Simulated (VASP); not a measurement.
Wanted: the native input for a VASP 6.6.1 run.

```
Task                   : single point
Functional             : revPBE
Potentials or basis    : VASP PAW PBE potentials, release 64 (Cu, O)
Cutoff                 : 520 eV
k mesh                 : 10 × 10 × 5
Occupations            : fermi-dirac, width 0.05 eV
Spin                   : no spin polarisation
Dipole correction      : no
Further INCAR settings : ALGO = Normal; EDIFF = 1e-06; NBANDS = 25
```

The structure of CuO lies in POSCAR:

```
CuO
1.0
    2.3877802882     -1.7448634230      0.0000000000
    2.3877802882      1.7448634230      0.0000000000
   -0.8666988638      0.0000000000      5.1570684890
Cu O
2 2
Direct
    0.5000000000      0.0000000000      0.5000000000
    0.0000000000      0.5000000000      0.0000000000
    0.4184000000      0.5816000000      0.7500000000
    0.5816000000      0.4184000000      0.2500000000
```

The input as run:

INCAR

```
  PREC = Accurate
  ENCUT = 520
  EDIFF = 1E-6
  ISMEAR = -1
  SIGMA = 0.05
  LREAL = False
  LASPH = True
  NELM = 80
  ALGO = Normal
  ISIF = 2
  LWAVE = False
  LCHARG = False
  GGA = RE
  NBANDS = 25
```

KPOINTS

```
Automatic mesh
0
Gamma
  10 10 5
```

Potentials or basis: VASP PAW PBE potentials, release 64 (Cu, O).

Launch:

```sh
$ cat potpaw_PBE.64/Cu/POTCAR potpaw_PBE.64/O/POTCAR > POTCAR
$ mpirun -np 1 vasp_std > vasp.out
```

It gave:

| Item | Value |
| --- | --- |
| Pressure | 0.5 GPa |
| Largest force | 0.339 eV/Å |
| Band gap on the k mesh | zero (bands 17 and 18 overlap by 0.60 eV) |

Caveat: the PAW data sets were made with another functional, which shifts forces and pressure a little; semilocal functionals often make such compounds metallic where correlation or magnetic order opens a gap, which also shifts bond lengths.

Run time: 59 s on 1 thread of Intel(R) Xeon(R) 6975P-C (Granite Rapids), on a shared host, peak memory 0.24 GiB.
